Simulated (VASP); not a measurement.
A run of VASP 6.6.1 is set up as follows.

File INCAR:

```
SYSTEM = TaAl2N3
  PREC = Accurate
  ENCUT = 600
  EDIFF = 1E-6
  ISMEAR = 0
  SIGMA = 0.1
  LREAL = .False.
  LASPH = .True.
  NELM = 80
  ALGO = Normal
  ISIF = 3
  LWAVE = .False.
  LCHARG = .False.
  GGA = PE
  IBRION = 2
  NSW = 90
  EDIFFG = -0.04
```

The input KPOINTS:

```
Automatic mesh
0
Gamma
  6 6 6
  0 0 0
```

The input POSCAR:

```
TaAl2N3
1.0
    5.4573237100      0.0000000000      0.0000000000
   -2.7286618500      4.7261809700      0.0000000000
    0.0000000000      0.0000000000      3.0571946600
Ta Al N
1 2 3
Direct
    0.0000000000      0.0000000000      0.0000000000
    0.3333333300      0.6666666700      0.5000000000
    0.6666666700      0.3333333300      0.5000000000
    0.5000000000      0.0000000000      0.0000000000
    0.5000000000      0.5000000000      0.0000000000
    0.0000000000      0.5000000000      0.0000000000
```

Potentials or basis: VASP PAW PBE potentials, release 64 (Ta_pv, Al, N).

Command:

```console
$ cat potpaw_PBE.64/Ta_pv/POTCAR potpaw_PBE.64/Al/POTCAR potpaw_PBE.64/N/POTCAR > POTCAR
$ mpirun -np 1 vasp_std > vasp.out
```

(1) Predict the relaxed cell.

(2) Estimate the relaxed volume.

(3) What does it give for the band gap on the k mesh?

(4) Predict the space group after relaxing (to 0.05 Å).

Results:

(1) a = 5.001 Å, b = 5.001 Å, c = 2.741 Å, α = 90.00°, β = 90.00°, γ = 120.00°.

(2) 9.90 Å³/atom.

(3) zero (band 16 reaches 9.12 eV, above the bottom of band 17 at 7.67 eV).

(4) P6/mmm (No. 191).

Caveat: the volume moved by over 15 % at a fixed basis, so the end points are rough; spin-orbit coupling is left out, which moves the levels of the heavy elements.
